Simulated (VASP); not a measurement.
Si12O23 (a cell with a defect), 35 atoms in the cell. The cell holds a defect, 35 atoms: a = 7.292 Å, b = 7.292 Å, c = 9.804 Å, α = 70.36°, β = 70.36°, γ = 71.20°. 

```yaml
Program: VASP 6.6.1
Task: single point
Functional: PBE
Potentials_or_basis: VASP PAW PBE potentials, release 64 (Si, O)
Cutoff: 520 eV
k_mesh: 2 × 2 × 1
Occupations: gaussian, width 0.05 eV
Spin: no spin polarisation
Dipole_correction: no
Further_INCAR_settings: LREAL = Auto; ALGO = Normal; EDIFF = 1e-06; NBANDS = 116
```

Potentials or basis: VASP PAW PBE potentials, release 64 (Si, O).

Command:

```sh
$ cat potpaw_PBE.64/Si/POTCAR potpaw_PBE.64/O/POTCAR > POTCAR
$ mpirun -np 1 vasp_std > vasp.out
```

Hardware: 1 thread of AMD EPYC 9R14 (Zen 4), with other jobs on the host.

Q: How long does it take, and how much memory?

A: It took 4.7 min on 1 thread of AMD EPYC 9R14 (Zen 4) (shared host), peak memory 0.52 GiB. Counts: scf iterations 16, k points 4.
